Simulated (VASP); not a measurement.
The system is LiSi4.

```
Li Si
1.0
     1.72854   -5.66649    0.00000
     1.72854    5.66649    0.00000
     0.00000    0.00000    3.59586
Li Si
1 4
Direct
  0.50000 0.50000 0.00000
  0.09403 0.90597 0.50000
  0.90597 0.09403 0.50000
  0.19500 0.80500 0.00000
  0.80500 0.19500 0.00000
```

| Quantity | Value |
| --- | --- |
| Program | VASP 6.6.1 |
| Task | relaxation of cell and atoms |
| Functional | PBE |
| Potentials or basis | VASP PAW PBE potentials, release 64 (Li_sv, Si) |
| Cutoff | 600 eV |
| k mesh | 6 × 6 × 6 |
| Occupations | gaussian, width 0.1 eV |
| Spin | no spin polarisation |

At the start: pressure 37.0 GPa; volume 14.09 Å³/atom.

Problem. Where does the relaxation end?

Solution. Over 13 steps the energy falls by 415.1 meV/atom and the volume is 18.59 Å³/atom (+31.9 %); space group Cmmm (No. 65, to 0.05 Å).

The path:
```tsv
step	energy change (eV)	largest force (eV/Å)	pressure (GPa)	volume (Å³)
1	0.0000	0.8294	37.05	70.44
2	-1.3239	0.0589	-9.25	108.97
3	-2.0190	0.4241	-0.02	90.97
4	-2.0190	0.4387	0.38	90.52
5	-2.0453	0.3005	0.26	91.05
6	-2.0456	0.3328	0.26	91.12
7	-2.0548	0.1410	0.06	91.64
8	-2.0562	0.1298	-0.02	91.92
9	-2.0641	0.1327	0.03	92.20
10	-2.0709	0.0603	0.11	92.99
11	-2.0738	0.0995	0.08	92.62
12	-2.0745	0.0816	0.09	92.73
13	-2.0753	0.0201	-0.20	92.94
```

Final structure:
```xyz
5
Lattice="1.9069 -6.3892 0.0000 1.9069 6.3892 0.0000 0.0000 0.0000 3.8144" Properties=species:S:1:pos:R:3 pbc="T T T"
Li    1.9069    0.0000    3.8144
Si    1.9069    5.2456    1.9072
Si    1.9069   -5.2456    1.9072
Si    1.9069    3.9140    0.0000
Si    1.9069   -3.9140    3.8144
```

Caveat: the cutoff is under 1.25 times the usual one of these potentials, so pressure, stress and relaxed cells hold a basis-set (Pulay) error; the volume moved by over 15 % at a fixed basis, so the end points are rough.
